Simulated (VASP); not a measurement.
# Fe (Im-3m) in VASP: a series of runs

Fe is run at these levels: PBE+U; tasks: single point.

Program: VASP 6.6.1. These are calculated values, not measurements. Logs are shortened: lines on timing, memory, paths and dates and some standing lists are left out, and cuts for length are marked.

### Step 1. The cell of the first run

It takes space group Im-3m (No. 229, cubic). Conventional cell: a = 2.861 Å, b = 2.861 Å, c = 2.861 Å, α = 90.00°, β = 90.00°, γ = 90.00°. Fe (site symmetry m-3m) has 14 Fe at 2.48 to 2.86 Å within 3.3 Å.

### Step 2. Single point, PBE+U, collinear spin, ferromagnetic start

The input, INCAR:

```
SYSTEM = Fe
  ALGO = Normal
  EDIFF = 1E-7
  ENCUT = 520
  GGA = PE
  ISIF = 2
  ISMEAR = -1
  ISPIN = 2
  LASPH = .True.
  LCHARG = .False.
  LDAU = .True.
  LDAUJ = 0
  LDAUL = 2
  LDAUPRINT = 1
  LDAUTYPE = 2
  LDAUU = 5.3
  LMAXMIX = 4
  LORBIT = 11
  LREAL = .False.
  LWAVE = .False.
  MAGMOM = 2.45
  NBANDS = 14
  NELM = 150
  NUPDOWN = 2.45
  PREC = Accurate
  SIGMA = 0.05
```

The input, KPOINTS:

```
k-points
0
Gamma
  12 12 12
  0 0 0
```

The input, POSCAR:

```
Fe
1.0
   -1.4304000000      1.4304000000      1.4304000000
    1.4304000000     -1.4304000000      1.4304000000
    1.4304000000      1.4304000000     -1.4304000000
Fe
1
Direct
    0.0000000000      0.0000000000      0.0000000000
```

Potentials or basis: VASP PAW PBE potentials, release 64 (Fe).

The run is started by

```console
$ cat potpaw_PBE.64/Fe/POTCAR > POTCAR
$ mpirun -np 1 vasp_std > vasp.out
```

OUTCAR:

```text
SYSTEM = Fe
   EDIFF = 1E-7
   ENCUT = 520
   GGA = PE
   ISIF = 2
   ISMEAR = -1
   ISPIN = 2
   LASPH = .True.
   LORBIT = 11
   LREAL = .False.
   NELM = 150
   NUPDOWN = 2.45
   PREC = Accurate

 ion  position               nearest neighbor table
   1  0.000  0.000  0.000-

  LATTYP: Found a body centered cubic cell.
 ALAT       =     2.8608000000

  Lattice vectors:

 A1 = (  -1.4304000000,   1.4304000000,   1.4304000000)
 A2 = (   1.4304000000,  -1.4304000000,   1.4304000000)
 A3 = (   1.4304000000,   1.4304000000,  -1.4304000000)

Analysis of symmetry for initial positions (statically):
=====================================================================
 Subroutine PRICEL returns:
 Original cell was already a primitive cell.

 Routine SETGRP: Setting up the symmetry group for a
 body centered cubic supercell.

 Subroutine GETGRP returns: Found 48 space group operations
 (whereof 48 operations were pure point group operations)
 out of a pool of 48 trial point group operations.

The static configuration has the point symmetry O_h .

Analysis of symmetry for dynamics (positions and initial velocities):
=====================================================================
 Subroutine PRICEL returns:
 Original cell was already a primitive cell.

 Routine SETGRP: Setting up the symmetry group for a
 body centered cubic supercell.

 Subroutine GETGRP returns: Found 48 space group operations
 (whereof 48 operations were pure point group operations)
 out of a pool of 48 trial point group operations.

The dynamic configuration has the point symmetry O_h .

Analysis of structural, dynamic, and magnetic symmetry:
=====================================================================
 Subroutine PRICEL returns:
 Original cell was already a primitive cell.

 Routine SETGRP: Setting up the symmetry group for a
 body centered cubic supercell.

 Subroutine GETGRP returns: Found 48 space group operations
 (whereof 48 operations were pure point group operations)
 out of a pool of 48 trial point group operations.

The overall configuration has the point symmetry O_h .

 Subroutine INISYM returns: Found 48 space group operations
 (whereof 48 operations are pure point group operations),
 and found     1 'primitive' translations

----------------------------------------------------------------------------------------

                                     Primitive cell

  volume of cell :      11.7066

  direct lattice vectors                    reciprocal lattice vectors
    -1.430400000  1.430400000  1.430400000     0.000000000  0.349552573  0.349552573
     1.430400000 -1.430400000  1.430400000     0.349552573  0.000000000  0.349552573
     1.430400000  1.430400000 -1.430400000     0.349552573  0.349552573  0.000000000

  length of vectors
     2.477525475  2.477525475  2.477525475     0.494341989  0.494341989  0.494341989

  position of ions in fractional coordinates (direct lattice)
     0.000000000  0.000000000  0.000000000

  ion indices of the primitive-cell ions
   primitive index   ion index
                 1           1

----------------------------------------------------------------------------------------

 KPOINTS: k-points

Automatic generation of k-mesh.
 Grid dimensions read from file:
 generate k-points for:   12   12   12

 Generating k-lattice:

  Cartesian coordinates                     Fractional coordinates (reciprocal lattice)
     0.000000000  0.029129381  0.029129381     0.083333333  0.000000000  0.000000000
     0.029129381  0.000000000  0.029129381     0.000000000  0.083333333  0.000000000
     0.029129381  0.029129381  0.000000000     0.000000000  0.000000000  0.083333333

  Length of vectors
     0.041195166  0.041195166  0.041195166

  Shift w.r.t. Gamma in fractional coordinates (k-lattice)
     0.000000000  0.000000000  0.000000000

 Subroutine IBZKPT returns following result:
 ===========================================

 Found     72 irreducible k-points:

 Following reciprocal coordinates:
            Coordinates               Weight
  0.000000  0.000000  0.000000      1.000000
  0.083333  0.000000  0.000000     12.000000
  0.166667  0.000000  0.000000     12.000000
  0.250000  0.000000  0.000000     12.000000
  0.333333  0.000000  0.000000     12.000000
  0.416667  0.000000  0.000000     12.000000
[... 16 lines left out ...]
  0.333333  0.083333  0.083333     24.000000
  0.416667  0.083333  0.083333     12.000000
 [... further k-points ...]
   k-points           NKPTS =     72   k-points in BZ     NKDIM =     72   number of bands    NBANDS=     14
   number of dos      NEDOS =    301   number of ions     NIONS =      1
   total plane-waves  NPLWV =   5832
   dimension x,y,z NGX =    18 NGY =   18 NGZ =   18
   dimension x,y,z NGXF=    36 NGYF=   36 NGZF=   36
   ions per type =               1
   NGX,Y,Z   is equivalent  to a cutoff of  12.08, 12.08, 12.08 a.u.
   NGXF,Y,Z  is equivalent  to a cutoff of  24.16, 24.16, 24.16 a.u.
 SYSTEM =  Fe
   PREC   = accura    normal or accurate (medium, high low for compatibility)
   ISTART =      0    job   : 0-new  1-cont  2-samecut
   ICHARG =      2    charge: 1-file 2-atom 10-const
   ISPIN  =      2    spin polarized calculation?
   LNONCOLLINEAR =      F non collinear calculations
   LSORBIT =      F    spin-orbit coupling
   LASPH  =      T    aspherical Exc in radial PAW
   ENCUT  =  520.0 eV  38.22 Ry    6.18 a.u.   4.61  4.61  4.61*2*pi/ulx,y,z
   NELM   =    150;   NELMIN=  2; NELMDL= -5     # of ELM steps
   EDIFF  = 0.1E-06   stopping-criterion for ELM
   LREAL  =      F    real-space projection
   EDIFFG = 0.1E-05   stopping-criterion for IOM
   NSW    =      0    number of steps for IOM
   IBRION =     -1    ionic relax: 0-MD 1-quasi-New 2-CG
   NFREE  =      0    steps in history (QN), initial steepest desc. (CG)
   ISIF   =      2    stress and relaxation
   ISYM   =      2    0-nonsym 1-usesym 2-fastsym
   POTIM  = 0.5000    time-step for ionic-motion
   TEBEG  =    0.0;   TEEND  =   0.0 temperature during run
   PSTRESS=    0.0 pullay stress
   NELECT =       8.0000    total number of electrons
   NUPDOWN=       2.4500    fix difference up-down
   EMIN   =  10.00;   EMAX   =-10.00  energy-range for DOS
   EFERMI =   0.00;   METHOD = LEGACY
   ISMEAR =    -1;   SIGMA  =   0.05  broadening in eV -4-tet -1-fermi 0-gaus
   EFERMI_NEDOS =   21; number of points for ismear=-14 and -15
   IALGO  =     38    algorithm
   IMIX   =      4    mixing-type and parameters
     AMIX     =   0.40;   BMIX     =  1.00
     AMIX_MAG =   1.60;   BMIX_MAG =  1.00
  volume/ion in A,a.u.               =      11.71        79.00
  Fermi-wavevector in a.u.,A,eV,Ry     =   1.441985  2.724956 28.290866  2.079320
  Thomas-Fermi vector in A             =   2.560556
   LORBIT       =     11    0 simple, 1 ext, 2 COOP (PROOUT), +10 PAW based schemes
 LDA+U is selected, type is set to LDAUTYPE =  2
   angular momentum for each species LDAUL =     2
   U (eV)           for each species LDAUU =   5.3
   J (eV)           for each species LDAUJ =   0.0
   GGA     = PE    functional components
   LHFCALC =     F    Hartree Fock is set to
   AEXX    =    0.0000 exact exchange contribution
   IVDW    =     0    specifies the selected vdW correction
   LEPSILON=     F    determine dielectric tensor
   LRPA    =     F    only Hartree local field effects (RPA)
 spin polarized calculation
  energy-cutoff  :      520.00
  volume of cell :       11.71
 maximum number of plane-waves:       327
   NGX =  9   NGY =  9   NGZ =  9

atom =   1  type =  1  l = 2

 onsite density matrix

spin component  1

  0.9162 -0.0000  0.0000 -0.0000  0.0000
 -0.0000  0.9162 -0.0000 -0.0000  0.0000
  0.0000 -0.0000  0.9338  0.0000 -0.0000
 -0.0000 -0.0000  0.0000  0.9162 -0.0000
  0.0000  0.0000 -0.0000 -0.0000  0.9338

spin component  2

  0.4738  0.0000 -0.0000  0.0000 -0.0000
  0.0000  0.4738  0.0000  0.0000 -0.0000
 -0.0000  0.0000  0.1636 -0.0000  0.0000
  0.0000  0.0000 -0.0000  0.4738  0.0000
 -0.0000 -0.0000  0.0000  0.0000  0.1636

 occupancies and eigenvectors

  o =  0.1636  v =  0.0000  0.0000  0.0000  0.0000  0.0000  0.0000  0.0000  0.9546  0.0000 -0.2980      0.0000  0.0000  0.0000  0.0000  0.0000  0.0000  0.0000  0.0000  0.0000  0.0000
  o =  0.1636  v =  0.0000  0.0000  0.0000  0.0000  0.0000  0.0000  0.0000  0.2980 -0.0000  0.9546      0.0000  0.0000  0.0000  0.0000  0.0000  0.0000  0.0000  0.0000  0.0000  0.0000
  o =  0.4738  v =  0.0000  0.0000  0.0000  0.0000  0.0000 -0.0000  0.9239 -0.0000  0.3827 -0.0000      0.0000  0.0000  0.0000  0.0000  0.0000  0.0000  0.0000  0.0000  0.0000  0.0000
  o =  0.4738  v =  0.0000  0.0000  0.0000  0.0000  0.0000 -0.0000 -0.3827 -0.0000  0.9239  0.0000      0.0000  0.0000  0.0000  0.0000  0.0000  0.0000  0.0000  0.0000  0.0000  0.0000
  o =  0.4738  v =  0.0000  0.0000  0.0000  0.0000  0.0000  1.0000  0.0000 -0.0000  0.0000 -0.0000      0.0000  0.0000  0.0000  0.0000  0.0000  0.0000  0.0000  0.0000  0.0000  0.0000
  o =  0.9162  v =  0.0000  0.4702 -0.0000  0.8825  0.0000  0.0000  0.0000  0.0000  0.0000  0.0000      0.0000  0.0000  0.0000  0.0000  0.0000  0.0000  0.0000  0.0000  0.0000  0.0000
  o =  0.9162  v =  1.0000  0.0000  0.0000  0.0000  0.0000  0.0000  0.0000  0.0000  0.0000  0.0000      0.0000  0.0000  0.0000  0.0000  0.0000  0.0000  0.0000  0.0000  0.0000  0.0000
  o =  0.9162  v =  0.0000 -0.8825  0.0000  0.4702  0.0000  0.0000  0.0000  0.0000  0.0000  0.0000      0.0000  0.0000  0.0000  0.0000  0.0000  0.0000  0.0000  0.0000  0.0000  0.0000
  o =  0.9338  v =  0.0000 -0.0000 -0.9956 -0.0000 -0.0933  0.0000  0.0000  0.0000  0.0000  0.0000      0.0000  0.0000  0.0000  0.0000  0.0000  0.0000  0.0000  0.0000  0.0000  0.0000
  o =  0.9338  v =  0.0000  0.0000 -0.0933 -0.0000  0.9956  0.0000  0.0000  0.0000  0.0000  0.0000      0.0000  0.0000  0.0000  0.0000  0.0000  0.0000  0.0000  0.0000  0.0000  0.0000

 number of electron       8.0000000 magnetization       2.4500000

 Free energy of the ion-electron system (eV)
  ---------------------------------------------------
  ext. energy  EPLUGINS =         0.00000000
  ---------------------------------------------------
  free energy    TOTEN  =        -4.15418413 eV

  energy without entropy =       -4.14650952  energy(sigma->0) =       -4.15034682

 E-fermi :   5.7707     XC(G=0): -12.8553

 val. band max:        5.7690214219   @ k =  -0.1667   0.1667   0.0833
 cond. band min:       4.4830607115   @ k =  -0.2500   0.2500   0.2500
 fundamental gap:     -1.2859607103
 Fermi energy:         3.8530328260

 spin component 1

 k-point     1 :       0.0000    0.0000    0.0000
  band No.  band energies     occupation
      1      -2.4801      1.00000
      2       1.2648      1.00000
      3       1.2648      1.00000
      4       1.2648      1.00000
      5       2.2848      1.00000
      6       2.2848      1.00000
      7      30.6033      0.00000
      8      30.6033      0.00000
      9      30.6033      0.00000
     10      33.0835      0.00000
     11      33.0835      0.00000
     12      33.0835      0.00000
     13      33.1204      0.00000
     14      33.1204      0.00000
[... 375 lines left out ...]
 k-point    24 :       0.4167    0.0833    0.0833
  band No.  band energies     occupation
      1      -0.4736      1.00000
      2       0.2731      1.00000
      3       2.4425      1.00000
      4       2.4428      1.00000
      5       2.8179      1.00000
      6       7.7813      0.00000
      7      11.8840      0.00000
      8      20.3528      0.00000
      9      22.2200      0.00000
     10      30.2725      0.00000
     11      33.9804      0.00000
     12      40.2722      0.00000
     13      41.4085      0.00000
     14      45.2104      0.00000

 [... further k-points ...]

 spin component 2

 k-point     1 :       0.0000    0.0000    0.0000
  band No.  band energies     occupation
      1      -2.7527      1.00000
      2       5.8441      0.18724
      3       5.8447      0.18549
      4       5.8448      0.18525
      5       9.5627      0.00000
      6       9.5635      0.00000
      7      29.6564      0.00000
      8      29.6564      0.00000
      9      29.6564      0.00000
     10      36.2951      0.00000
     11      36.2951      0.00000
     12      38.1890      0.00000
     13      38.1890      0.00000
     14      38.1891      0.00000
[... 375 lines left out ...]
 k-point    24 :       0.4167    0.0833    0.0833
  band No.  band energies     occupation
      1       2.9437      1.00000
      2       4.4006      1.00000
      3       5.3192      0.99988
      4       9.1463      0.00000
      5       9.8803      0.00000
      6       9.9787      0.00000
      7      14.5562      0.00000
      8      21.3963      0.00000
      9      22.9440      0.00000
     10      31.8914      0.00000
     11      37.4637      0.00000
     12      39.8804      0.00000
     13      44.4015      0.00000
     14      46.5096      0.00000

 [... further k-points ...]
[... 5 lines left out ...]
  --------------------------------------------------------------------------------------
  -------------------------------------------------------------------------------------
  Total        0.4633307      0.4633307      0.4633307      0.0000000      0.0000000      0.0000000
  in kB       63.4116633     63.4116633     63.4116633      0.0000000      0.0000000      0.0000000
  external PRESSURE =      63.4116633 kB  Pullay stress =       0.0000000 kB

 VOLUME and BASIS-vectors are now :
 -----------------------------------------------------------------------------
  energy-cutoff  :      520.00
  volume of cell :       11.71
      direct lattice vectors                 reciprocal lattice vectors
    -1.430400000  1.430400000  1.430400000     0.000000000  0.349552573  0.349552573
     1.430400000 -1.430400000  1.430400000     0.349552573  0.000000000  0.349552573
     1.430400000  1.430400000 -1.430400000     0.349552573  0.349552573  0.000000000

 POSITION                                       TOTAL-FORCE (eV/Angst)
 -----------------------------------------------------------------------------------
      0.00000      0.00000      0.00000         0.000000      0.000000     -0.000000
 -----------------------------------------------------------------------------------
    total drift:                                0.000000     -0.000000      0.000000

  FREE ENERGIE OF THE ION-ELECTRON SYSTEM (eV)
  ---------------------------------------------------
  free  energy   TOTEN  =        -4.1541841310 eV

  energy  without entropy=       -4.1465095189  energy(sigma->0) =       -4.15034682

 total charge

# of ion       s       p       d       tot
------------------------------------------
    1        0.457   0.500   6.336   7.292

 magnetization (x)

# of ion       s       p       d       tot
------------------------------------------
    1       -0.063  -0.190   2.867   2.614
```

Run time: 16 s. Hardware: 1 thread of AMD EPYC 9R45 (Zen 5), shared host; peak memory 0.1 GiB.

What came out:

```yaml
Free_energy: -4.1542 eV
Pressure: 6.3 GPa
Net_moment: 2.45 μB per cell
Site_moments: Fe +2.61 μB
Valence_electrons_inside_the_program's_atomic_spheres: Fe 7.29
```

Eigenvalues of the final occupation matrices:
```csv
site,spin,trace,eigenvalues
site 1 d,1,4.62,0.92 0.92 0.92 0.93 0.93
site 1 d,2,1.75,0.16 0.16 0.47 0.47 0.47
```

Caveat: the total moment is fixed, so each spin has its own Fermi level; the U is typed as a test and isn't derived for this compound.

### Step 3. Single point, PBE+U, collinear spin, ferromagnetic start

The input, INCAR:

```
  PREC = Accurate
  ENCUT = 520
  EDIFF = 1E-7
  ISMEAR = -1
  SIGMA = 0.05
  LREAL = F
  LASPH = T
  NELM = 150
  ALGO = Normal
  ISIF = 2
  LWAVE = F
  LCHARG = F
  ISPIN = 2
  MAGMOM = 3.68
  LORBIT = 11
  NUPDOWN = 3.68
  LMAXMIX = 4
  LDAU = T
  LDAUTYPE = 2
  LDAUL = 2
  LDAUU = 5.3
  LDAUJ = 0
  LDAUPRINT = 1
  GGA = PE
  NBANDS = 14
```

The input, KPOINTS:

```
regular mesh
0
Gamma
  12 12 12
```

POSCAR is that of step 2.

Potentials or basis: VASP PAW PBE potentials, release 64 (Fe).

The run is started by

```console
$ cat potpaw_PBE.64/Fe/POTCAR > POTCAR
$ mpirun -np 1 vasp_std > vasp.out
```

It took 18 s on 1 thread of AMD EPYC 9R45 (Zen 5), shared host; peak memory 0.1 GiB.

Results (log left out):

```yaml
Free_energy: -3.8448 eV
Pressure: 42.6 GPa
Net_moment: 3.68 μB per cell
Site_moments: Fe +3.70 μB
Valence_electrons_inside_the_program's_atomic_spheres: Fe 7.21
```

Eigenvalues of the final occupation matrices:
| site | spin | trace | eigenvalues |
| --- | --- | --- | --- |
| site 1 d | 1 | 4.83 | 0.96 0.96 0.96 0.97 0.97 |
| site 1 d | 2 | 1.21 | 0.22 0.22 0.25 0.25 0.25 |

Caveat: the total moment is fixed, so each spin has its own Fermi level; the U is typed as a test and isn't derived for this compound. The state reached can hang on the start; a lower one may exist.

(Part 1 of 2 ends here.)
